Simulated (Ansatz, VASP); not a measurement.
**CsAg2: VASP beside Ansatz**

```xyz
3
Lattice="4.8522 0.0000 0.0000 -2.4261 4.2021 0.0000 0.0000 0.0000 5.4572" Properties=species:S:1:pos:R:3 pbc="T T T"
Cs    0.0000    0.0000    2.7286
Ag    0.0000    2.8014    0.0000
Ag    2.4261    1.4007    0.0000
```

Alike in both runs: functional PBE; k mesh 12 × 12 × 10; occupations gaussian, width 0.1 eV; no spin polarisation.

Ansatz relaxed the structure, and its values are those at the end. VASP's run is a single point on that final structure, the one shown.

|  | VASP | Ansatz |
| --- | --- | --- |
| version | VASP 6.6.1 | Ansatz 0.2.0 |
| potentials or method | VASP PAW PBE potentials, release 64 (Cs_sv, Ag), cutoff 520 eV | scalar-relativistic, plane waves, PAW |
| valence electrons in the cell | 31 | 47 |

```csv
,VASP,Ansatz,Ansatz less VASP
gap on the k mesh at the Fermi level (eV),none,none,-
pressure (GPa),0.0,0.0,0.00
```

A gap of «none» marks a metal or a gap that the smearing closes. VASP's potentials hold 31 valence electrons a cell and Ansatz's 47, so a difference there can come from the potentials and not from the codes.

Spin-orbit coupling is off throughout.
